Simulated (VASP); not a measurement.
# ZrNb2C3 (P-6m2) in VASP: further runs

Runs on ZrNb2C3. Level: PBE. Tasks: single point.

All numbers are computed with VASP 6.6.1; they aren't measurements. Logs are shortened: lines on timing, memory, paths and dates and some standing lists are left out, and cuts for length are marked.

## 1. The cell of the first run

The structure is hexagonal, space group P-6m2 (No. 187). The conventional cell has a = 6.242 Å, b = 6.242 Å, c = 5.550 Å, α = 90.00°, β = 90.00°, γ = 120.00°. Zr (site symmetry -6m2) has 3 C at 2.09 Å within 2.8 Å. Within 2.7 Å of Nb (site symmetry 3m) lie 3 C at 2.02 Å and 1 Nb at 2.69 Å. Within 2.7 Å of C (site symmetry mm2) lie 2 Nb at 2.02 Å and 1 Zr at 2.09 Å and 2 C at 2.61 Å.

The cell was generated, and may not be a known phase.

## 2. Single point, PBE

File INCAR:

```
ALGO = Normal
EDIFF = 1E-6
ENCUT = 520
GGA = PE
ISIF = 2
ISMEAR = 0
LASPH = True
LCHARG = False
LREAL = False
LWAVE = False
NBANDS = 34
NELM = 80
PREC = Accurate
SIGMA = 0.1
```

File KPOINTS:

```
k-points
0
Gamma
  6 6 4
```

File POSCAR:

```
ZrNb2C3
1.0
    6.2416603516     -0.0000000039      0.0000000000
   -3.1208301724      5.4054364283      0.0000000000
    0.0000000000      0.0000000000      5.5504431059
Zr Nb C
1 2 3
Direct
    0.3333333333      0.6666666667      0.5000000000
    0.0000000000      0.0000000000      0.7420080010
    0.0000000000      0.0000000000      0.2579919990
    0.1396089213      0.8603910787      0.5000000000
    0.1396089213      0.2792178425      0.5000000000
    0.7207821575      0.8603910787      0.5000000000
```

Potentials or basis: VASP PAW PBE potentials, release 64 (Zr_sv, Nb_sv, C).

The run is started by

```sh
> cat potpaw_PBE.64/Zr_sv/POTCAR potpaw_PBE.64/Nb_sv/POTCAR potpaw_PBE.64/C/POTCAR > POTCAR
> mpirun -np 1 vasp_std > vasp.out
```

OUTCAR:

```text
EDIFF = 1E-6
   ENCUT = 520
   GGA = PE
   ISIF = 2
   ISMEAR = 0
   LASPH = True
   LREAL = False
   NELM = 80
   PREC = Accurate

 ion  position               nearest neighbor table
   1  0.333  0.667  0.500-   4 2.09   6 2.09   5 2.09
   2  0.000  0.000  0.742-   6 2.02   5 2.02   4 2.02   3 2.69   3 2.86
   3  0.000  0.000  0.258-   6 2.02   5 2.02   4 2.02   2 2.69   2 2.86
   4  0.140  0.860  0.500-   2 2.02   3 2.02   1 2.09
   5  0.140  0.279  0.500-   2 2.02   3 2.02   1 2.09
   6  0.721  0.860  0.500-   2 2.02   3 2.02   1 2.09

  LATTYP: Found a hexagonal cell.
 ALAT       =     6.2416603516
 C/A-ratio  =     0.8892574721

  Lattice vectors:

 A1 = (   6.2416603516,  -0.0000000039,   0.0000000000)
 A2 = (  -3.1208301724,   5.4054364283,   0.0000000000)
 A3 = (   0.0000000000,   0.0000000000,   5.5504431059)

Analysis of symmetry for initial positions (statically):
=====================================================================
 Subroutine PRICEL returns:
 Original cell was already a primitive cell.

 Routine SETGRP: Setting up the symmetry group for a
 hexagonal supercell.

 Subroutine GETGRP returns: Found 12 space group operations
 (whereof 12 operations were pure point group operations)
 out of a pool of 24 trial point group operations.

The static configuration has the point symmetry D_3h.

Analysis of symmetry for dynamics (positions and initial velocities):
=====================================================================
 Subroutine PRICEL returns:
 Original cell was already a primitive cell.

 Routine SETGRP: Setting up the symmetry group for a
 hexagonal supercell.

 Subroutine GETGRP returns: Found 12 space group operations
 (whereof 12 operations were pure point group operations)
 out of a pool of 24 trial point group operations.

The dynamic configuration has the point symmetry D_3h.

 Subroutine INISYM returns: Found 12 space group operations
 (whereof 12 operations are pure point group operations),
 and found     1 'primitive' translations

----------------------------------------------------------------------------------------

                                     Primitive cell
[... 93 lines left out ...]
   ENCUT  =  520.0 eV  38.22 Ry    6.18 a.u.  11.61 11.61 10.32*2*pi/ulx,y,z
   NELM   =     80;   NELMIN=  2; NELMDL= -5     # of ELM steps
   EDIFF  = 0.1E-05   stopping-criterion for ELM
   LREAL  =      F    real-space projection
   EDIFFG = 0.1E-04   stopping-criterion for IOM
   NSW    =      0    number of steps for IOM
   IBRION =     -1    ionic relax: 0-MD 1-quasi-New 2-CG
   NFREE  =      0    steps in history (QN), initial steepest desc. (CG)
   ISIF   =      2    stress and relaxation
   ISYM   =      2    0-nonsym 1-usesym 2-fastsym
   POTIM  = 0.5000    time-step for ionic-motion
   TEBEG  =    0.0;   TEEND  =   0.0 temperature during run
   PSTRESS=    0.0 pullay stress
   NELECT =      50.0000    total number of electrons
   NUPDOWN=      -1.0000    fix difference up-down
   EMIN   =  10.00;   EMAX   =-10.00  energy-range for DOS
   EFERMI =   0.00;   METHOD = LEGACY
   ISMEAR =     0;   SIGMA  =   0.10  broadening in eV -4-tet -1-fermi 0-gaus
   EFERMI_NEDOS =   21; number of points for ismear=-14 and -15
   IALGO  =     38    algorithm
   IMIX   =      4    mixing-type and parameters
     AMIX     =   0.40;   BMIX     =  1.00
     AMIX_MAG =   1.60;   BMIX_MAG =  1.00
  volume/ion in A,a.u.               =      31.21       210.62
  Fermi-wavevector in a.u.,A,eV,Ry     =   1.054173  1.992099 15.119899  1.111281
  Thomas-Fermi vector in A             =   2.189323
   LORBIT       =      0    0 simple, 1 ext, 2 COOP (PROOUT), +10 PAW based schemes
   GGA     = PE    functional components
   LHFCALC =     F    Hartree Fock is set to
   AEXX    =    0.0000 exact exchange contribution
   IVDW    =     0    specifies the selected vdW correction
   LEPSILON=     F    determine dielectric tensor
   LRPA    =     F    only Hartree local field effects (RPA)
 non-spin polarized calculation
 Gauss-broadening in eV      SIGMA  =   0.10
  energy-cutoff  :      520.00
  volume of cell :      187.27
 maximum number of plane-waves:      5079
 NGX is ok and might be reduce to    48
   NGX = 23   NGY = 23   NGZ = 21

 number of electron      49.9999998 magnetization

 Free energy of the ion-electron system (eV)
  ---------------------------------------------------
  ext. energy  EPLUGINS =         0.00000000
  ---------------------------------------------------
  free energy    TOTEN  =       -48.47749209 eV

  energy without entropy =      -48.44372369  energy(sigma->0) =      -48.46060789

 E-fermi :   1.8272     XC(G=0):  -7.2561

 val. band max:        1.8206315612   @ k =   0.3333   0.0000   0.0000
 cond. band min:       1.8547901991   @ k =   0.3333   0.3333   0.0000
 fundamental gap:      0.0341586379
 Fermi energy:         1.8271671778

 k-point     1 :       0.0000    0.0000    0.0000
  band No.  band energies     occupation
      1     -53.3341      2.00000
      2     -53.1661      2.00000
      3     -47.1447      2.00000
      4     -30.1580      2.00000
      5     -29.5240      2.00000
      6     -29.5240      2.00000
[... 766 lines left out ...]
     33       4.0647      0.00000
     34       5.5299      0.00000

------------------------ aborting loop because EDIFF is reached ----------------------------------------

  FORCE on cell =-STRESS in cart. coord.  units (eV):
  Direction    XX          YY          ZZ          XY          YZ          ZX
  --------------------------------------------------------------------------------------
  -------------------------------------------------------------------------------------
  Total       -0.1008728     -0.1008728     -0.2511096     -0.0000000     -0.0000000      0.0000000
  in kB       -0.8630301     -0.8630301     -2.1484011     -0.0000000     -0.0000000      0.0000000
  external PRESSURE =      -1.2914871 kB  Pullay stress =       0.0000000 kB

 VOLUME and BASIS-vectors are now :
 -----------------------------------------------------------------------------
  energy-cutoff  :      520.00
  volume of cell :      187.27
      direct lattice vectors                 reciprocal lattice vectors
     6.241660352 -0.000000004  0.000000000     0.160213780  0.092499469  0.000000000
    -3.120830172  5.405436428  0.000000000     0.000000000  0.184998938  0.000000000
     0.000000000  0.000000000  5.550443106     0.000000000  0.000000000  0.180165796

 POSITION                                       TOTAL-FORCE (eV/Angst)
 -----------------------------------------------------------------------------------
      0.00000      3.60362      2.77522         0.000000      0.000000      0.000000
      0.00000      0.00000      4.11847         0.000000      0.000000     -0.035883
      0.00000      0.00000      1.43197        -0.000000      0.000000      0.035883
     -1.81374      4.65079      2.77522        -0.042247      0.024391     -0.000000
      0.00000      1.50929      2.77522        -0.000000     -0.048783      0.000000
      1.81374      4.65079      2.77522         0.042247      0.024391     -0.000000
 -----------------------------------------------------------------------------------
    total drift:                                0.000000     -0.000000     -0.000000

  FREE ENERGIE OF THE ION-ELECTRON SYSTEM (eV)
  ---------------------------------------------------
  free  energy   TOTEN  =       -48.4774920861 eV

  energy  without entropy=      -48.4437236921  energy(sigma->0) =      -48.46060789
```

OSZICAR:

```text
N       E                     dE             d eps       ncg     rms          rms(c)
DAV:   1     0.481837825994E+03    0.48184E+03   -0.25285E+04  1572   0.133E+03
DAV:   2    -0.153643853478E+02   -0.49720E+03   -0.47782E+03  2002   0.461E+02
DAV:   3    -0.615684999452E+02   -0.46204E+02   -0.45438E+02  2296   0.115E+02
DAV:   4    -0.660698703458E+02   -0.45014E+01   -0.44785E+01  2480   0.345E+01
DAV:   5    -0.662799216627E+02   -0.21005E+00   -0.20988E+00  2320   0.587E+00    0.300E+01
DAV:   6    -0.529316744389E+02    0.13348E+02   -0.16448E+02  2010   0.522E+01    0.136E+01
DAV:   7    -0.492112109061E+02    0.37205E+01   -0.32843E+01  2280   0.283E+01    0.776E+00
DAV:   8    -0.484728472444E+02    0.73836E+00   -0.53020E+00  2104   0.934E+00    0.552E+00
DAV:   9    -0.484886714436E+02   -0.15824E-01   -0.62591E-01  2344   0.456E+00    0.118E+00
DAV:  10    -0.484731745888E+02    0.15497E-01   -0.12914E-01  2334   0.179E+00    0.608E-01
DAV:  11    -0.484756306822E+02   -0.24561E-02   -0.10812E-02  2168   0.576E-01    0.252E-01
DAV:  12    -0.484766733181E+02   -0.10426E-02   -0.18096E-03  2208   0.269E-01    0.616E-02
DAV:  13    -0.484771751044E+02   -0.50179E-03   -0.46300E-04  2056   0.113E-01    0.373E-02
DAV:  14    -0.484774556785E+02   -0.28057E-03   -0.32529E-04  2016   0.542E-02    0.175E-02
DAV:  15    -0.484774843809E+02   -0.28702E-04   -0.55924E-05  1952   0.292E-02    0.542E-03
DAV:  16    -0.484774907948E+02   -0.64139E-05   -0.10641E-05  1598   0.126E-02    0.306E-03
DAV:  17    -0.484774918175E+02   -0.10227E-05   -0.14748E-06  1592   0.621E-03    0.128E-03
DAV:  18    -0.484774920861E+02   -0.26860E-06   -0.34991E-07  1190   0.305E-03
   1 F= -.48477492E+02 E0= -.48460608E+02  d E =-.337684E-01
```

stdout:

```text
POSCAR found type information on POSCAR ZrNbC
 POSCAR found :  3 types and       6 ions
 scaLAPACK will be used
 LDA part: xc-table for (Slater+PW92), standard interpolation
 POSCAR, INCAR and KPOINTS ok, starting setup
 FFT: planning ... GRIDC
 FFT: planning ... GRID_SOFT
 FFT: planning ... GRID
 WAVECAR not read
 entering main loop
```

It took 1.9 min on 1 thread of AMD EPYC 9R45 (Zen 5), shared host; peak memory 0.34 GiB.

What came out:

```yaml
Free_energy: -48.4775 eV
Pressure: -0.1 GPa
Largest_force: 0.049 eV/Å
Band_gap_on_the_k_mesh: zero (bands 25 and 26 overlap by 0.56 eV)
```

Forces in eV/Å, atoms in the order of the input:
```
Zr   0.000  0.000  0.000
Nb   0.000  0.000 -0.036
Nb   0.000  0.000  0.036
C   -0.042  0.024  0.000
C    0.000 -0.049  0.000
C    0.042  0.024  0.000
```

Stress tensor (GPa, compression positive):
```
-0.09  0.00  0.00
 0.00 -0.09  0.00
 0.00  0.00 -0.21
```

## 3. Single point, PBE

This run uses another cell than the first one, of 31.43 Å³/atom.

File INCAR:

```
  PREC = Accurate
  ENCUT = 520
  EDIFF = 1E-7
  ISMEAR = 0
  SIGMA = 0.1
  LREAL = False
  LASPH = True
  NELM = 60
  ALGO = Normal
  ISIF = 2
  LWAVE = False
  LCHARG = False
  GGA = PE
  NBANDS = 34
```

File KPOINTS:

```
regular mesh
0
Gamma
  6 6 8
```

File POSCAR:

```
ZrNb2C3
1.0
    6.2506136621      0.0000000000      0.0000000000
   -3.1253068311      5.4131902207      0.0000000000
    0.0000000000      0.0000000000      5.5732551399
Zr Nb C
1 2 3
Direct
    0.3333333333      0.6666666667      0.5000000000
    0.0000000000      0.0000000000      0.7403254570
    0.0000000000      0.0000000000      0.2596745430
    0.1398994629      0.8601005371      0.5000000000
    0.1398994629      0.2797989257      0.5000000000
    0.7202010743      0.8601005371      0.5000000000
```

Potentials or basis: VASP PAW PBE potentials, release 64 (Zr_sv, Nb_sv, C).

The run is started by

```sh
> cat potpaw_PBE.64/Zr_sv/POTCAR potpaw_PBE.64/Nb_sv/POTCAR potpaw_PBE.64/C/POTCAR > POTCAR
> mpirun -np 1 vasp_std > vasp.out
```

Wall time 3.4 min (1 thread of AMD EPYC 9R45 (Zen 5), shared host); peak memory 0.4 GiB.

Results (log left out):

```yaml
Free_energy: -48.4472 eV
Pressure: -0.1 GPa
Largest_force: 0.048 eV/Å
Band_gap_on_the_k_mesh: zero (bands 25 and 26 overlap by 0.49 eV)
```

Forces in eV/Å, atoms in the order of the input:
```
Zr   0.000  0.000  0.000
Nb   0.000  0.000 -0.048
Nb   0.000  0.000  0.048
C   -0.039  0.022  0.000
C    0.000 -0.044  0.000
C    0.039  0.022  0.000
```

Stress tensor (GPa, compression positive):
```
-0.03  0.00  0.00
 0.00 -0.03  0.00
 0.00  0.00 -0.12
```

Levels at points of the mesh, in eV from the Fermi level:
```tsv
k point	band 22	band 23	band 24	band 25	band 26	band 27	band 28	band 29
(0.00, 0.00, 0.00)	-2.67	-2.40	-0.59	0.22	1.18	1.75	1.75	1.87
(0.50, 0.00, 0.00)	-2.45	-1.83	-0.40	-0.13	0.24	0.75	1.50	1.62
(0.00, 0.00, 0.50)	-2.45	-2.45	-0.24	-0.09	-0.09	0.58	1.19	1.58
(0.50, 0.00, 0.50)	-2.11	-1.64	-0.35	-0.22	-0.14	-0.09	0.85	1.18
```

The gap in the log of VASP goes by the Fermi energy; the results here count the filled bands.